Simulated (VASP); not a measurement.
# TaN (I4/mmm) in VASP: notebook

TaN is run at these levels: PBE; tasks: electric field gradients.

Program: VASP 6.6.1. These are calculated values, not measurements. Logs are shortened: lines on timing, memory, paths and dates and some standing lists are left out, and cuts for length are marked.

## Step 1: The cell of the first run

It takes space group I4/mmm (No. 139, tetragonal). The conventional cell has a = 3.082 Å, b = 3.082 Å, c = 4.445 Å, α = 90.00°, β = 90.00°, γ = 90.00°. Within 2.9 Å of Ta (site symmetry 4/mmm) lie 6 N at 2.18 to 2.22 Å. Within 2.9 Å of N (site symmetry 4/mmm) lie 6 Ta at 2.18 to 2.22 Å.

## Step 2: Electric field gradients, PBE (zz strain of +2 %)

Input file INCAR:

```
PREC = Accurate
ENCUT = 520
EDIFF = 1E-8
ISMEAR = -1
SIGMA = 0.02
LREAL = F
LASPH = T
NELM = 120
ALGO = Normal
ISIF = 2
LWAVE = F
LCHARG = F
GGA = PE
LEFG = T
NBANDS = 15
GGA_COMPAT = F
```

Input file KPOINTS:

```
Automatic mesh
0
Gamma
  9 9 9
```

Input file POSCAR:

```
TaN
1.0
    0.0000000000      2.1790000000      2.2225800000
    2.1790000000      0.0000000000      2.2225800000
    2.1790000000      2.1790000000      0.0000000000
Ta N
1 1
Direct
    0.5000000000      0.5000000000      0.5000000000
    0.0000000000      0.0000000000      0.0000000000
```

Potentials or basis: VASP PAW PBE potentials, release 64 (Ta_pv, N).

Run with:

```sh
$ cat potpaw_PBE.64/Ta_pv/POTCAR potpaw_PBE.64/N/POTCAR > POTCAR
$ mpirun -np 1 vasp_std > vasp.out
```

OUTCAR:

```text
PREC = Accurate
   ENCUT = 520
   EDIFF = 1E-8
   ISMEAR = -1
   LREAL = F
   LASPH = T
   NELM = 120
   ISIF = 2
   GGA = PE

 ion  position               nearest neighbor table
   1  0.500  0.500  0.500-   2 2.18   2 2.18   2 2.18   2 2.18   2 2.22   2 2.22
   2  0.000  0.000  0.000-   1 2.18   1 2.18   1 2.18   1 2.18   1 2.22   1 2.22

  LATTYP: Found a body centered tetragonal cell.
 ALAT       =     3.0815713524
 C/A-ratio  =     1.4424978336

  Lattice vectors:

 A1 = (  -2.1790000000,   0.0000000000,   2.2225800000)
 A2 = (   2.1790000000,   0.0000000000,   2.2225800000)
 A3 = (   0.0000000000,   2.1790000000,  -2.2225800000)

Analysis of symmetry for initial positions (statically):
=====================================================================
 Subroutine PRICEL returns:
 Original cell was already a primitive cell.

 Routine SETGRP: Setting up the symmetry group for a
 body centered tetragonal supercell.

 Subroutine GETGRP returns: Found 16 space group operations
 (whereof 16 operations were pure point group operations)
 out of a pool of 16 trial point group operations.

The static configuration has the point symmetry D_4h.

Analysis of symmetry for dynamics (positions and initial velocities):
=====================================================================
 Subroutine PRICEL returns:
 Original cell was already a primitive cell.

 Routine SETGRP: Setting up the symmetry group for a
 body centered tetragonal supercell.

 Subroutine GETGRP returns: Found 16 space group operations
 (whereof 16 operations were pure point group operations)
 out of a pool of 16 trial point group operations.

The dynamic configuration has the point symmetry D_4h.

 Subroutine INISYM returns: Found 16 space group operations
 (whereof 16 operations are pure point group operations),
 and found     1 'primitive' translations

----------------------------------------------------------------------------------------

                                     Primitive cell

  volume of cell :      21.1058

  direct lattice vectors                    reciprocal lattice vectors
     0.000000000  2.179000000  2.222580000    -0.229463056  0.229463056  0.224963781
     2.179000000  0.000000000  2.222580000     0.229463056 -0.229463056  0.224963781
     2.179000000  2.179000000  0.000000000     0.229463056  0.229463056 -0.224963781

  length of vectors
     3.112539615  3.112539615  3.081571352     0.394861104  0.394861104  0.394861104

  position of ions in fractional coordinates (direct lattice)
     0.500000000  0.500000000  0.500000000
     0.000000000  0.000000000  0.000000000

  ion indices of the primitive-cell ions
   primitive index   ion index
                 1           1
                 2           2

----------------------------------------------------------------------------------------

 KPOINTS: Automatic mesh

Automatic generation of k-mesh.
 Grid dimensions read from file:
 generate k-points for:    9    9    9

 Generating k-lattice:

  Cartesian coordinates                     Fractional coordinates (reciprocal lattice)
    -0.025495895  0.025495895  0.024995976     0.111111111 -0.000000000  0.000000000
     0.025495895 -0.025495895  0.024995976    -0.000000000  0.111111111  0.000000000
     0.025495895  0.025495895 -0.024995976     0.000000000  0.000000000  0.111111111

  Length of vectors
     0.043873456  0.043873456  0.043873456

  Shift w.r.t. Gamma in fractional coordinates (k-lattice)
     0.000000000  0.000000000  0.000000000

 Subroutine IBZKPT returns following result:
 ===========================================

 Found     75 irreducible k-points:

 Following reciprocal coordinates:
            Coordinates               Weight
  0.000000  0.000000  0.000000      1.000000
  0.111111  0.000000  0.000000      8.000000
  0.222222  0.000000  0.000000      8.000000
  0.333333  0.000000  0.000000      8.000000
  0.444444  0.000000  0.000000      8.000000
  0.111111  0.111111  0.000000      2.000000
[... 16 lines left out ...]
 -0.333333  0.333333  0.000000      4.000000
  0.444444  0.444444  0.000000      2.000000
 [... further k-points ...]
   k-points           NKPTS =     75   k-points in BZ     NKDIM =     75   number of bands    NBANDS=     15
   number of dos      NEDOS =    301   number of ions     NIONS =      2
   total plane-waves  NPLWV =  13824
   dimension x,y,z NGX =    24 NGY =   24 NGZ =   24
   dimension x,y,z NGXF=    48 NGYF=   48 NGZF=   48
   ions per type =               1   1
   NGX,Y,Z   is equivalent  to a cutoff of  12.82, 12.82, 12.95 a.u.
   NGXF,Y,Z  is equivalent  to a cutoff of  25.64, 25.64, 25.90 a.u.
 SYSTEM =  unknown system
   PREC   = accura    normal or accurate (medium, high low for compatibility)
   ISTART =      0    job   : 0-new  1-cont  2-samecut
   ICHARG =      2    charge: 1-file 2-atom 10-const
   ISPIN  =      1    spin polarized calculation?
   LNONCOLLINEAR =      F non collinear calculations
   LSORBIT =      F    spin-orbit coupling
   LASPH  =      T    aspherical Exc in radial PAW
   ENCUT  =  520.0 eV  38.22 Ry    6.18 a.u.   5.79  5.79  5.73*2*pi/ulx,y,z
   NELM   =    120;   NELMIN=  2; NELMDL= -5     # of ELM steps
   EDIFF  = 0.1E-07   stopping-criterion for ELM
   LREAL  =      F    real-space projection
   EDIFFG = 0.1E-06   stopping-criterion for IOM
   NSW    =      0    number of steps for IOM
   IBRION =     -1    ionic relax: 0-MD 1-quasi-New 2-CG
   NFREE  =      0    steps in history (QN), initial steepest desc. (CG)
   ISIF   =      2    stress and relaxation
   ISYM   =      2    0-nonsym 1-usesym 2-fastsym
   POTIM  = 0.5000    time-step for ionic-motion
   TEBEG  =    0.0;   TEEND  =   0.0 temperature during run
   PSTRESS=    0.0 pullay stress
   NELECT =      16.0000    total number of electrons
   NUPDOWN=      -1.0000    fix difference up-down
   EMIN   =  10.00;   EMAX   =-10.00  energy-range for DOS
   EFERMI =   0.00;   METHOD = LEGACY
   ISMEAR =    -1;   SIGMA  =   0.02  broadening in eV -4-tet -1-fermi 0-gaus
   EFERMI_NEDOS =   21; number of points for ismear=-14 and -15
   IALGO  =     38    algorithm
   IMIX   =      4    mixing-type and parameters
     AMIX     =   0.40;   BMIX     =  1.00
     AMIX_MAG =   1.60;   BMIX_MAG =  1.00
  volume/ion in A,a.u.               =      10.55        71.21
  Fermi-wavevector in a.u.,A,eV,Ry     =   1.492729  2.820848 30.317030  2.228239
  Thomas-Fermi vector in A             =   2.605220
   LORBIT       =      0    0 simple, 1 ext, 2 COOP (PROOUT), +10 PAW based schemes
   GGA     = PE    functional components
   LHFCALC =     F    Hartree Fock is set to
   AEXX    =    0.0000 exact exchange contribution
   IVDW    =     0    specifies the selected vdW correction
   LEPSILON=     F    determine dielectric tensor
   LRPA    =     F    only Hartree local field effects (RPA)
 non-spin polarized calculation
  energy-cutoff  :      520.00
  volume of cell :       21.11
 maximum number of plane-waves:       584
   NGX = 11   NGY = 11   NGZ = 11

 number of electron      16.0000002 magnetization

 Free energy of the ion-electron system (eV)
  ---------------------------------------------------
  ext. energy  EPLUGINS =         0.00000000
  ---------------------------------------------------
  free energy    TOTEN  =       -21.80411870 eV

  energy without entropy =      -21.80220513  energy(sigma->0) =      -21.80316192

 E-fermi :   9.5240     XC(G=0): -13.4789

 val. band max:        9.5163605142   @ k =  -0.4444   0.2222   0.1111
 cond. band min:       9.5483522237   @ k =   0.2222  -0.0000   0.1111
 fundamental gap:      0.0319917095
 Fermi energy:         9.5240458311

 k-point     1 :       0.0000    0.0000    0.0000
  band No.  band energies     occupation
      1     -26.1421      2.00000
      2     -26.1254      2.00000
      3     -26.1254      2.00000
      4      -9.2985      2.00000
      5       5.7237      2.00000
      6       5.8074      2.00000
      7       5.8074      2.00000
      8       7.3475      2.00000
      9       7.5879      2.00000
     10       7.5879      2.00000
     11       9.4754      1.83825
     12       9.8374      0.00000
     13      11.3030      0.00000
     14      19.0437      0.00000
[... 401 lines left out ...]
      2     -26.3908      2.00000
      3     -26.3908      2.00000
      4      -8.0242      2.00000
      5       2.6087      2.00000
      6       4.2070      2.00000
      7       5.0035      2.00000
      8       5.0035      2.00000
      9      11.6942      0.00000
     10      13.1407      0.00000
     11      13.1407      0.00000
     12      14.1062      0.00000
     13      16.7494      0.00000
     14      18.8628      0.00000
     15      22.0207      0.00000

 [... further k-points ...]

------------------------ aborting loop because EDIFF is reached ----------------------------------------

  FORCE on cell =-STRESS in cart. coord.  units (eV):
  Direction    XX          YY          ZZ          XY          YZ          ZX
  --------------------------------------------------------------------------------------
  -------------------------------------------------------------------------------------
  Total        1.6837559      1.6837559     -0.1176177      0.0000000     -0.0000000     -0.0000000
  in kB      127.8167712    127.8167712     -8.9285584      0.0000000     -0.0000000     -0.0000000
  external PRESSURE =      82.2349947 kB  Pullay stress =       0.0000000 kB

 VOLUME and BASIS-vectors are now :
 -----------------------------------------------------------------------------
  energy-cutoff  :      520.00
  volume of cell :       21.11
      direct lattice vectors                 reciprocal lattice vectors
     0.000000000  2.179000000  2.222580000    -0.229463056  0.229463056  0.224963781
     2.179000000  0.000000000  2.222580000     0.229463056 -0.229463056  0.224963781
     2.179000000  2.179000000  0.000000000     0.229463056  0.229463056 -0.224963781

 POSITION                                       TOTAL-FORCE (eV/Angst)
 -----------------------------------------------------------------------------------
      2.17900      2.17900      2.22258         0.000000     -0.000000      0.000000
      0.00000      0.00000      0.00000        -0.000000      0.000000      0.000000
 -----------------------------------------------------------------------------------
    total drift:                                0.000000     -0.000000     -0.000000

  FREE ENERGIE OF THE ION-ELECTRON SYSTEM (eV)
  ---------------------------------------------------
  free  energy   TOTEN  =       -21.8041187024 eV

  energy  without entropy=      -21.8022051334  energy(sigma->0) =      -21.80316192

 Electric field gradients (V/A^2)
---------------------------------------------------------------------
 ion       V_xx      V_yy      V_zz      V_xy      V_xz      V_yz
---------------------------------------------------------------------
   1     -42.871   -42.871    85.742     0.000    -0.000    -0.000
   2      -3.307    -3.307     6.614     0.000     0.000     0.000
---------------------------------------------------------------------

 Electric field gradients after diagonalization (V/A^2)
 (convention: |V_zz| > |V_xx| > |V_yy|)
----------------------------------------------------------------------
 ion       V_xx      V_yy      V_zz     asymmetry (V_yy - V_xx)/ V_zz
----------------------------------------------------------------------
   1     -42.871   -42.871    85.742       0.000
   2      -3.307    -3.307     6.614       0.000
----------------------------------------------------------------------

           NMR quadrupolar parameters

 Cq : quadrupolar parameter    Cq=e*Q*V_zz/h
 eta: asymmetry parameters     (V_yy - V_xx)/ V_zz
 Q  : nuclear electric quadrupole moment in mb (millibarn)
----------------------------------------------------------------------
 ion       Cq(MHz)       eta       Q (mb)
----------------------------------------------------------------------
   1       0.207       0.000       1.000
   2       0.016       0.000       1.000
----------------------------------------------------------------------
```

It took 19 s on 1 thread of AMD EPYC 7R13 (Zen 3), shared host; peak memory 0.13 GiB.

What came out:

- Free energy: -21.8041 eV
- Pressure: 8.2 GPa
- Band gap on the k mesh: zero (bands 8 and 9 overlap by 3.61 eV)
- Largest electric field gradient by atom: Ta +85.7; N +6.6 V/Å²

Electric field gradients, principal values (V/Å²):
```csv
atom,least,middle,greatest (by size)
1 Ta,-42.871,-42.871,85.742
2 N,-3.307,-3.307,6.614
```

Caveat: the cell differs from its parent crystal (zz strain of +2 %); the cell stands under pressure; without QUAD_EFG the Cq values of the log hold for a quadrupole moment of 1 mb, not for the nuclei; spin-orbit coupling is left out, which moves the levels of the heavy elements.

## Step 3: Electric field gradients, PBE (zz strain of +2 %)

Input file INCAR:

```
SYSTEM = TaN
PREC = Accurate
ENCUT = 520
EDIFF = 1E-8
ISMEAR = -1
SIGMA = 0.02
LREAL = .FALSE.
LASPH = .TRUE.
NELM = 120
ALGO = Normal
ISIF = 2
LWAVE = .FALSE.
LCHARG = .FALSE.
GGA = PE
LEFG = .TRUE.
NBANDS = 15
GGA_COMPAT = .FALSE.
```

Input file KPOINTS:

```
Automatic mesh
0
G
  9 9 9
  0 0 0
```

POSCAR is that of step 2.

Potentials or basis: VASP PAW PBE potentials, release 64 (Ta_pv, N).

Run with:

```sh
$ cat potpaw_PBE.64/Ta_pv/POTCAR potpaw_PBE.64/N/POTCAR > POTCAR
$ mpirun -np 1 vasp_std > vasp.out
```

OUTCAR:

```text
SYSTEM = TaN
   PREC = Accurate
   ENCUT = 520
   EDIFF = 1E-8
   ISMEAR = -1
   LREAL = .FALSE.
   LASPH = .TRUE.
   NELM = 120
   ISIF = 2
   GGA = PE

 ion  position               nearest neighbor table
   1  0.500  0.500  0.500-   2 2.18   2 2.18   2 2.18   2 2.18   2 2.22   2 2.22
   2  0.000  0.000  0.000-   1 2.18   1 2.18   1 2.18   1 2.18   1 2.22   1 2.22

  LATTYP: Found a body centered tetragonal cell.
 ALAT       =     3.0815713524
 C/A-ratio  =     1.4424978336

  Lattice vectors:

 A1 = (  -2.1790000000,   0.0000000000,   2.2225800000)
 A2 = (   2.1790000000,   0.0000000000,   2.2225800000)
 A3 = (   0.0000000000,   2.1790000000,  -2.2225800000)

Analysis of symmetry for initial positions (statically):
=====================================================================
 Subroutine PRICEL returns:
 Original cell was already a primitive cell.

 Routine SETGRP: Setting up the symmetry group for a
[... 622 lines left out ...]
      direct lattice vectors                 reciprocal lattice vectors
     0.000000000  2.179000000  2.222580000    -0.229463056  0.229463056  0.224963781
     2.179000000  0.000000000  2.222580000     0.229463056 -0.229463056  0.224963781
     2.179000000  2.179000000  0.000000000     0.229463056  0.229463056 -0.224963781

 POSITION                                       TOTAL-FORCE (eV/Angst)
 -----------------------------------------------------------------------------------
      2.17900      2.17900      2.22258         0.000000     -0.000000      0.000000
      0.00000      0.00000      0.00000        -0.000000      0.000000      0.000000
 -----------------------------------------------------------------------------------
    total drift:                                0.000000     -0.000000     -0.000000

  FREE ENERGIE OF THE ION-ELECTRON SYSTEM (eV)
  ---------------------------------------------------
  free  energy   TOTEN  =       -21.8041187024 eV

  energy  without entropy=      -21.8022051334  energy(sigma->0) =      -21.80316192

 Electric field gradients (V/A^2)
---------------------------------------------------------------------
 ion       V_xx      V_yy      V_zz      V_xy      V_xz      V_yz
---------------------------------------------------------------------
   1     -42.871   -42.871    85.742     0.000    -0.000    -0.000
   2      -3.307    -3.307     6.614     0.000     0.000     0.000
---------------------------------------------------------------------

 Electric field gradients after diagonalization (V/A^2)
 (convention: |V_zz| > |V_xx| > |V_yy|)
----------------------------------------------------------------------
 ion       V_xx      V_yy      V_zz     asymmetry (V_yy - V_xx)/ V_zz
----------------------------------------------------------------------
   1     -42.871   -42.871    85.742       0.000
   2      -3.307    -3.307     6.614       0.000
----------------------------------------------------------------------

           NMR quadrupolar parameters

 Cq : quadrupolar parameter    Cq=e*Q*V_zz/h
 eta: asymmetry parameters     (V_yy - V_xx)/ V_zz
 Q  : nuclear electric quadrupole moment in mb (millibarn)
----------------------------------------------------------------------
 ion       Cq(MHz)       eta       Q (mb)
----------------------------------------------------------------------
   1       0.207       0.000       1.000
   2       0.016       0.000       1.000
----------------------------------------------------------------------
```

stdout:

```text
POSCAR found type information on POSCAR TaN
 POSCAR found :  2 types and       2 ions
 scaLAPACK will be used
 LDA part: xc-table for (Slater+PW92), standard interpolation
 POSCAR, INCAR and KPOINTS ok, starting setup
 FFT: planning ... GRIDC
 FFT: planning ... GRID_SOFT
 FFT: planning ... GRID
 WAVECAR not read
 entering main loop
ion   1

ion   2
```

It took 19 s on 1 thread of AMD EPYC 7R13 (Zen 3), shared host; peak memory 0.13 GiB.

What came out:

```yaml
Free_energy: -21.8041 eV
Pressure: 8.2 GPa
Band_gap_on_the_k_mesh: zero (bands 8 and 9 overlap by 3.61 eV)
Largest_electric_field_gradient_by_atom: Ta +85.7; N +6.6 V/Å²
```

Levels at points of the mesh, in eV from the Fermi level:
```
           k point  band 6  band 7  band 8  band 9  band 10  band 11
(0.00, 0.00, 0.00)   -3.72   -3.72   -2.18   -1.94    -1.94    -0.05
```

Electric field gradients, principal values (V/Å²):
```tsv
atom	least	middle	greatest (by size)
1 Ta	-42.871	-42.871	85.742
2 N	-3.307	-3.307	6.614
```

Caveat: the cell differs from its parent crystal (zz strain of +2 %); the cell stands under pressure; without QUAD_EFG the Cq values of the log hold for a quadrupole moment of 1 mb, not for the nuclei; spin-orbit coupling is left out, which moves the levels of the heavy elements.
